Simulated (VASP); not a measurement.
# Si4HO8 (a cell with a defect) in VASP: single point with PBE

Aim: the single point of Si4HO8 (a cell with a defect) with PBE.

Everything below comes from runs of VASP 6.6.1. Logs are shortened: lines on timing, memory, paths and dates and some standing lists are left out, and cuts for length are marked.

## Step 1: The cell of the first run

The cell holds a defect, 13 atoms: a = 4.177 Å, b = 4.177 Å, c = 5.330 Å, α = 90.00°, β = 90.00°, γ = 90.00°.

## Step 2: Single point, PBE

Contents of INCAR:

```
SYSTEM = Si4HO8
  PREC = Accurate
  ENCUT = 520
  EDIFF = 1E-6
  ISMEAR = -1
  SIGMA = 0.02
  LREAL = .FALSE.
  LASPH = .TRUE.
  NELM = 120
  ALGO = Normal
  ISIF = 2
  LWAVE = .FALSE.
  LCHARG = .FALSE.
  GGA = PE
  NBANDS = 44
  GGA_COMPAT = .FALSE.
```

Contents of KPOINTS:

```
regular mesh
0
G
  4 4 2
  0 0 0
```

Contents of POSCAR:

```
Si4HO8
1.0
    4.1773000000      0.0000000000      0.0000000000
    0.0000000000      4.1773000000      0.0000000000
    0.0000000000      0.0000000000      5.3304000000
Si O H
4 8 1
Direct
    0.0000000000      0.0000000000      0.0000000000
    0.5000000000      0.5000000000      0.2500000000
    0.0000000000      0.0000000000      0.5000000000
    0.5000000000      0.5000000000      0.7500000000
    0.3059000000      0.3059000000      0.0000000000
    0.1941000000      0.8059000000      0.2500000000
    0.6941000000      0.6941000000      0.0000000000
    0.8059000000      0.1941000000      0.2500000000
    0.3059000000      0.3059000000      0.5000000000
    0.1941000000      0.8059000000      0.7500000000
    0.6941000000      0.6941000000      0.5000000000
    0.8059000000      0.1941000000      0.7500000000
    0.0000000000      0.5000000000      0.1250000000
```

Potentials or basis: VASP PAW PBE potentials, release 64 (Si, O, H).

Launch:

```console
> cat potpaw_PBE.64/Si/POTCAR potpaw_PBE.64/O/POTCAR potpaw_PBE.64/H/POTCAR > POTCAR
> mpirun -np 1 vasp_std > vasp.out
```

OUTCAR:

```text
SYSTEM = Si4HO8
   PREC = Accurate
   ENCUT = 520
   EDIFF = 1E-6
   ISMEAR = -1
   LREAL = .FALSE.
   LASPH = .TRUE.
   NELM = 120
   ISIF = 2
   GGA = PE

 ion  position               nearest neighbor table
   1  0.000  0.000  0.000-   6 1.76   8 1.76  10 1.76  12 1.76   7 1.81   5 1.81   3 2.67   3 2.67

   2  0.500  0.500  0.250-   5 1.76   7 1.76   9 1.76  11 1.76   6 1.81   8 1.81   4 2.67   4 2.67

   3  0.000  0.000  0.500-   6 1.76   8 1.76  10 1.76  12 1.76  11 1.81   9 1.81   1 2.67   1 2.67

   4  0.500  0.500  0.750-   5 1.76   7 1.76   9 1.76  11 1.76  10 1.81  12 1.81   2 2.67   2 2.67

   5  0.306  0.306  0.000-   2 1.76   4 1.76   1 1.81
   6  0.194  0.806  0.250-   1 1.76   3 1.76   2 1.81
   7  0.694  0.694  0.000-   2 1.76   4 1.76   1 1.81
   8  0.806  0.194  0.250-   1 1.76   3 1.76   2 1.81
   9  0.306  0.306  0.500-   2 1.76   4 1.76   3 1.81
  10  0.194  0.806  0.750-   1 1.76   3 1.76   4 1.81
  11  0.694  0.694  0.500-   2 1.76   4 1.76   3 1.81
  12  0.806  0.194  0.750-   1 1.76   3 1.76   4 1.81
  13  0.000  0.500  0.125-

  LATTYP: Found a simple tetragonal cell.
 ALAT       =     4.1773000000
 C/A-ratio  =     1.2760395471

  Lattice vectors:

 A1 = (   4.1773000000,   0.0000000000,   0.0000000000)
 A2 = (   0.0000000000,   4.1773000000,   0.0000000000)
 A3 = (   0.0000000000,   0.0000000000,   5.3304000000)

Analysis of symmetry for initial positions (statically):
=====================================================================
 Subroutine PRICEL returns:
 Original cell was already a primitive cell.

 Routine SETGRP: Setting up the symmetry group for a
 simple tetragonal supercell.

 Subroutine GETGRP returns: Found  4 space group operations
 (whereof  2 operations were pure point group operations)
 out of a pool of 16 trial point group operations.

The static configuration has the point symmetry C_2 .
 The point group associated with its full space group is S_4 .

Analysis of symmetry for dynamics (positions and initial velocities):
=====================================================================
 Subroutine PRICEL returns:
 Original cell was already a primitive cell.

 Routine SETGRP: Setting up the symmetry group for a
 simple tetragonal supercell.

 Subroutine GETGRP returns: Found  4 space group operations
 (whereof  2 operations were pure point group operations)
 out of a pool of 16 trial point group operations.

The dynamic configuration has the point symmetry C_2 .
 The point group associated with its full space group is S_4 .

 Subroutine INISYM returns: Found  4 space group operations
 (whereof  2 operations are pure point group operations),
 and found     1 'primitive' translations

----------------------------------------------------------------------------------------

                                     Primitive cell

  volume of cell :      93.0146

  direct lattice vectors                    reciprocal lattice vectors
     4.177300000  0.000000000  0.000000000     0.239389079  0.000000000  0.000000000
     0.000000000  4.177300000  0.000000000     0.000000000  0.239389079  0.000000000
     0.000000000  0.000000000  5.330400000     0.000000000  0.000000000  0.187603182

  length of vectors
     4.177300000  4.177300000  5.330400000     0.239389079  0.239389079  0.187603182

  position of ions in fractional coordinates (direct lattice)
     0.000000000  0.000000000  0.000000000
     0.500000000  0.500000000  0.250000000
     0.000000000  0.000000000  0.500000000
     0.500000000  0.500000000  0.750000000
     0.305900000  0.305900000  0.000000000
     0.194100000  0.805900000  0.250000000
     0.694100000  0.694100000  0.000000000
     0.805900000  0.194100000  0.250000000
     0.305900000  0.305900000  0.500000000
     0.194100000  0.805900000  0.750000000
     0.694100000  0.694100000  0.500000000
     0.805900000  0.194100000  0.750000000
     0.000000000  0.500000000  0.125000000

  ion indices of the primitive-cell ions
   primitive index   ion index
                 1           1
                 2           2
                 3           3
                 4           4
                 5           5
                 6           6
                 7           7
                 8           8
                 9           9
                10          10
                11          11
                12          12
                13          13

----------------------------------------------------------------------------------------

 KPOINTS: regular mesh

Automatic generation of k-mesh.
 Grid dimensions read from file:
 generate k-points for:    4    4    2

 Generating k-lattice:

  Cartesian coordinates                     Fractional coordinates (reciprocal lattice)
     0.059847270  0.000000000  0.000000000     0.250000000  0.000000000  0.000000000
     0.000000000  0.059847270  0.000000000     0.000000000  0.250000000  0.000000000
     0.000000000  0.000000000  0.093801591     0.000000000  0.000000000  0.500000000

  Length of vectors
     0.059847270  0.059847270  0.093801591

  Shift w.r.t. Gamma in fractional coordinates (k-lattice)
     0.000000000  0.000000000  0.000000000

 Subroutine IBZKPT returns following result:
 ===========================================

 Found     12 irreducible k-points:

 Following reciprocal coordinates:
            Coordinates               Weight
  0.000000  0.000000  0.000000      1.000000
  0.250000  0.000000  0.000000      4.000000
  0.500000  0.000000  0.000000      2.000000
  0.250000  0.250000  0.000000      4.000000
  0.500000  0.250000  0.000000      4.000000
  0.500000  0.500000  0.000000      1.000000
  0.000000  0.000000  0.500000      1.000000
  0.250000  0.000000  0.500000      4.000000
  0.500000  0.000000  0.500000      2.000000
  0.250000  0.250000  0.500000      4.000000
  0.500000  0.250000  0.500000      4.000000
  0.500000  0.500000  0.500000      1.000000
   k-points           NKPTS =     12   k-points in BZ     NKDIM =     12   number of bands    NBANDS=     44
   number of dos      NEDOS =    301   number of ions     NIONS =     13
   total plane-waves  NPLWV =  40960
   dimension x,y,z NGX =    32 NGY =   32 NGZ =   40
   dimension x,y,z NGXF=    64 NGYF=   64 NGZF=   80
   ions per type =               4   8   1
   NGX,Y,Z   is equivalent  to a cutoff of  12.74, 12.74, 12.48 a.u.
   NGXF,Y,Z  is equivalent  to a cutoff of  25.47, 25.47, 24.95 a.u.
 SYSTEM =  Si4HO8
   PREC   = accura    normal or accurate (medium, high low for compatibility)
   ISTART =      0    job   : 0-new  1-cont  2-samecut
   ICHARG =      2    charge: 1-file 2-atom 10-const
   ISPIN  =      1    spin polarized calculation?
   LNONCOLLINEAR =      F non collinear calculations
   LSORBIT =      F    spin-orbit coupling
   LASPH  =      T    aspherical Exc in radial PAW
   ENCUT  =  520.0 eV  38.22 Ry    6.18 a.u.   7.77  7.77  9.91*2*pi/ulx,y,z
   NELM   =    120;   NELMIN=  2; NELMDL= -5     # of ELM steps
   EDIFF  = 0.1E-05   stopping-criterion for ELM
   LREAL  =      F    real-space projection
   EDIFFG = 0.1E-04   stopping-criterion for IOM
   NSW    =      0    number of steps for IOM
   IBRION =     -1    ionic relax: 0-MD 1-quasi-New 2-CG
   NFREE  =      0    steps in history (QN), initial steepest desc. (CG)
   ISIF   =      2    stress and relaxation
   ISYM   =      2    0-nonsym 1-usesym 2-fastsym
   POTIM  = 0.5000    time-step for ionic-motion
   TEBEG  =    0.0;   TEEND  =   0.0 temperature during run
   PSTRESS=    0.0 pullay stress
   NELECT =      65.0000    total number of electrons
   NUPDOWN=      -1.0000    fix difference up-down
   EMIN   =  10.00;   EMAX   =-10.00  energy-range for DOS
   EFERMI =   0.00;   METHOD = LEGACY
   ISMEAR =    -1;   SIGMA  =   0.02  broadening in eV -4-tet -1-fermi 0-gaus
   EFERMI_NEDOS =   21; number of points for ismear=-14 and -15
   IALGO  =     38    algorithm
   IMIX   =      4    mixing-type and parameters
     AMIX     =   0.40;   BMIX     =  1.00
     AMIX_MAG =   1.60;   BMIX_MAG =  1.00
  volume/ion in A,a.u.               =       7.15        48.28
  Fermi-wavevector in a.u.,A,eV,Ry     =   1.452766  2.745329 28.715478  2.110528
  Thomas-Fermi vector in A             =   2.570110
   LORBIT       =      0    0 simple, 1 ext, 2 COOP (PROOUT), +10 PAW based schemes
   GGA     = PE    functional components
   LHFCALC =     F    Hartree Fock is set to
   AEXX    =    0.0000 exact exchange contribution
   IVDW    =     0    specifies the selected vdW correction
   LEPSILON=     F    determine dielectric tensor
   LRPA    =     F    only Hartree local field effects (RPA)
 non-spin polarized calculation
  energy-cutoff  :      520.00
  volume of cell :       93.01
 maximum number of plane-waves:      2516
 NGX is ok and might be reduce to    32
   NGX = 15   NGY = 15   NGZ = 19

 number of electron      64.9999949 magnetization

 Free energy of the ion-electron system (eV)
  ---------------------------------------------------
  ext. energy  EPLUGINS =         0.00000000
  ---------------------------------------------------
  free energy    TOTEN  =       -89.70796736 eV

  energy without entropy =      -89.70681255  energy(sigma->0) =      -89.70738995

 E-fermi :  14.4009     XC(G=0): -12.4422

 val. band max:       14.3188893376   @ k =   0.5000   0.5000   0.5000
 cond. band min:      14.4957854096   @ k =   0.5000   0.2500   0.5000
 fundamental gap:      0.1768960720
 Fermi energy:        14.4009492610

 k-point     1 :       0.0000    0.0000    0.0000
  band No.  band energies     occupation
      1     -14.3135      2.00000
      2     -11.5949      2.00000
      3     -11.5451      2.00000
      4     -10.6399      2.00000
      5     -10.6399      2.00000
      6     -10.3330      2.00000
[... 36 lines left out ...]
     43      21.0857      0.00000
     44      21.0871      0.00000
[... 476 lines left out ...]
      4     -11.7599      2.00000
      5     -10.9171      2.00000
      6     -10.6625      2.00000
[... 36 lines left out ...]
     43      20.9990      0.00000
     44      21.0395      0.00000

------------------------ aborting loop because EDIFF is reached ----------------------------------------

  FORCE on cell =-STRESS in cart. coord.  units (eV):
  Direction    XX          YY          ZZ          XY          YZ          ZX
  --------------------------------------------------------------------------------------
  -------------------------------------------------------------------------------------
  Total       14.9155809     14.9155809     13.4539550      0.0000001      0.0000000      0.0000000
  in kB      256.9210112    256.9210112    231.7444926      0.0000009      0.0000000      0.0000000
  external PRESSURE =     248.5288383 kB  Pullay stress =       0.0000000 kB

 VOLUME and BASIS-vectors are now :
 -----------------------------------------------------------------------------
  energy-cutoff  :      520.00
  volume of cell :       93.01
      direct lattice vectors                 reciprocal lattice vectors
     4.177300000  0.000000000  0.000000000     0.239389079  0.000000000  0.000000000
     0.000000000  4.177300000  0.000000000     0.000000000  0.239389079  0.000000000
     0.000000000  0.000000000  5.330400000     0.000000000  0.000000000  0.187603182

 POSITION                                       TOTAL-FORCE (eV/Angst)
 -----------------------------------------------------------------------------------
      0.00000      0.00000      0.00000        -0.000000      0.000000     -0.509918
      2.08865      2.08865      1.33260        -0.000000      0.000000      0.509918
      0.00000      0.00000      2.66520        -0.000000      0.000000      0.340017
      2.08865      2.08865      3.99780        -0.000000      0.000000     -0.340017
      1.27784      1.27784      0.00000         1.482131     -0.979376     -0.653634
      0.81081      3.36649      1.33260         0.979376      1.482131      0.653634
      2.89946      2.89946      0.00000        -1.482131      0.979376     -0.653634
      3.36649      0.81081      1.33260        -0.979376     -1.482131      0.653634
      1.27784      1.27784      2.66520        -0.039186      0.066496     -0.078568
      0.81081      3.36649      3.99780        -0.066496     -0.039186      0.078568
      2.89946      2.89946      2.66520         0.039186     -0.066496     -0.078568
      3.36649      0.81081      3.99780         0.066496      0.039186      0.078568
      0.00000      2.08865      0.66630        -0.000000      0.000000      0.000000
 -----------------------------------------------------------------------------------
    total drift:                               -0.000000     -0.000000     -0.000000

  FREE ENERGIE OF THE ION-ELECTRON SYSTEM (eV)
  ---------------------------------------------------
  free  energy   TOTEN  =       -89.7079673585 eV

  energy  without entropy=      -89.7068125509  energy(sigma->0) =      -89.70738995
```

Run time: 24 s. Hardware: 1 thread of Intel Xeon Platinum 8559C (Emerald Rapids), shared host; peak memory 0.2 GiB.

What came out:

| Property | Result |
| --- | --- |
| Free energy | -89.7080 eV |
| Pressure | 24.9 GPa |
| Largest force | 1.893 eV/Å |
| Band gap on the k mesh | zero (an odd number of electrons rules out a gap without spin polarisation) |

Forces in eV/Å, atoms in the order of the input:
```
Si   0.000  0.000 -0.510
Si   0.000  0.000  0.510
Si   0.000  0.000  0.340
Si   0.000  0.000 -0.340
O    1.482 -0.979 -0.654
O    0.979  1.482  0.654
O   -1.482  0.979 -0.654
O   -0.979 -1.482  0.654
O   -0.039  0.066 -0.079
O   -0.066 -0.039  0.079
O    0.039 -0.066 -0.079
O    0.066  0.039  0.079
H    0.000  0.000  0.000
```

Stress tensor (GPa, compression positive):
```
25.69  0.00  0.00
 0.00 25.69  0.00
 0.00  0.00 23.17
```

Caveat: the k points lie up to 0.59 Å⁻¹ apart, too coarse for converged energies and pressures of a metal; an odd number of electrons without spin polarisation forces a metal; a magnetic or distorted state may lie lower.
